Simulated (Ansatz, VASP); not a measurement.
## Two plane-wave programs on Ta2N

```xyz
3
Lattice="3.0347 0.0000 0.0000 -1.5174 2.6281 0.0000 0.0000 0.0000 4.8731" Properties=species:S:1:pos:R:3 pbc="T T T"
Ta    1.5174    0.8760    3.6387
Ta    0.0000    1.7521    1.2344
N     0.0000    0.0000    0.0000
```

Alike in both runs: task single point; functional LDA; k mesh 18 × 18 × 10; occupations gaussian, width 0.15 eV; no spin polarisation.

```csv
,VASP,Ansatz
version,VASP 6.6.1,Ansatz 0.2.0
potentials or method,"VASP PAW LDA potentials, release 64 (Ta_pv, N), cutoff 520 eV","scalar-relativistic, plane waves, PAW"
valence electrons in the cell,27,31
```

VASP gave:

| Quantity | Value |
| --- | --- |
| gap on the k mesh at the Fermi level (eV) | none |
| pressure (GPa) | 1.6 |
| traceless stress, the component that is largest in VASP (GPa) | -3.96 |
| rms of the force components (eV/Å) | 0.129 |

Q: Which values does Ansatz return?

A: gap on the k mesh at the Fermi level (eV): none; pressure (GPa): 0.1; traceless stress, the component that is largest in VASP (GPa): -3.84; rms of the force components (eV/Å): 0.105.

Ansatz warns that its potentials were made for another functional, while VASP's fit it. LDA's correlation is that of Perdew and Zunger in VASP and of Perdew and Wang (1992) in Ansatz. Atom by atom the forces differ by 0.024 eV/Å (rms over components). A gap of «none» marks a metal or a gap that the smearing closes. VASP's potentials hold 27 valence electrons a cell and Ansatz's 31, so a difference there can come from the potentials and not from the codes.

Spin-orbit coupling is off throughout.
